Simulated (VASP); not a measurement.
Here is a VASP 6.6.1 calculation.

Contents of INCAR:

```
SYSTEM = Sr
ALGO = Normal
EDIFF = 1E-7
ENCUT = 520
GGA = PS
ISIF = 2
ISMEAR = 0
LASPH = .True.
LCHARG = .False.
LREAL = .False.
LWAVE = .False.
NBANDS = 22
NELM = 80
PREC = Accurate
SIGMA = 0.1
```

The input KPOINTS:

```
k-points
0
Gamma
  5 5 8
  0 0 0
```

The input POSCAR:

```
Sr
1.0
    7.0659520000      0.0000000000      0.0000000000
   -3.5329760000      6.1192940000      0.0000000000
    0.0000000000      0.0000000000      3.8166330000
Sr
3
Direct
    0.0000000000      0.6657830000      0.0052402209
    0.3342170000      0.3342170000      0.0000000000
    0.6657830000      0.0000000000      0.0000000000
```

Potentials or basis: VASP PAW PBE potentials, release 64 (Sr_sv).

Run with:

```console
$ cat potpaw_PBE.64/Sr_sv/POTCAR > POTCAR
$ mpirun -np 1 vasp_std > vasp.out
```

**Question.** Estimate the pressure.

**Answer.** -0.6 GPa.

**Question.** What does it give for the largest force?

**Answer.** 0.018 eV/Å.

**Question.** What does it give for the band gap on the k mesh?

**Answer.** Zero (bands 15 and 16 overlap by 0.71 eV).

Stress tensor (GPa, compression positive):
```
-0.65  0.00  0.00
 0.00 -0.65  0.00
 0.00  0.00 -0.46
```

Caveat: the PAW data sets were made with another functional, which shifts forces and pressure a little.
